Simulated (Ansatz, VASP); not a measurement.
Zr7Ge: VASP beside Ansatz

```
CELL_PARAMETERS angstrom
0.00000 4.74871 4.74871
4.74871 0.00000 4.74871
4.74871 4.74871 0.00000
ATOMIC_POSITIONS crystal
Zr 0.72653 0.27347 0.27347
Zr 0.27347 0.72653 0.72653
Zr 0.27347 0.72653 0.27347
Zr 0.72653 0.27347 0.72653
Zr 0.27347 0.27347 0.72653
Zr 0.72653 0.72653 0.27347
Zr 0.75000 0.75000 0.75000
Ge 0.00000 0.00000 0.00000
```

Alike in both runs: functional PBE; k mesh 4 × 4 × 4; occupations gaussian, width 0.2 eV; no spin polarisation.

Ansatz relaxed the structure, and its values are those at the end. VASP's run is a single point on that final structure, the one shown.

|  | VASP | Ansatz |
| --- | --- | --- |
| version | VASP 6.6.1 | Ansatz 0.2.0 |
| potentials or method | VASP PAW PBE potentials, release 64 (Zr_sv, Ge_d), cutoff 500 eV | scalar-relativistic, plane waves, PAW |
| valence electrons in the cell | 98 | 98 |

|  | VASP | Ansatz | Ansatz less VASP |
| --- | --- | --- | --- |
| gap on the k mesh at the Fermi level (eV) | none | none | - |
| pressure (GPa) | 0.8 | 0.7 | -0.04 |
| rms of the force components (eV/Å) | 0.017 | 0.014 | -0.0031 |

A gap of «none» marks a metal or a gap that the smearing closes.
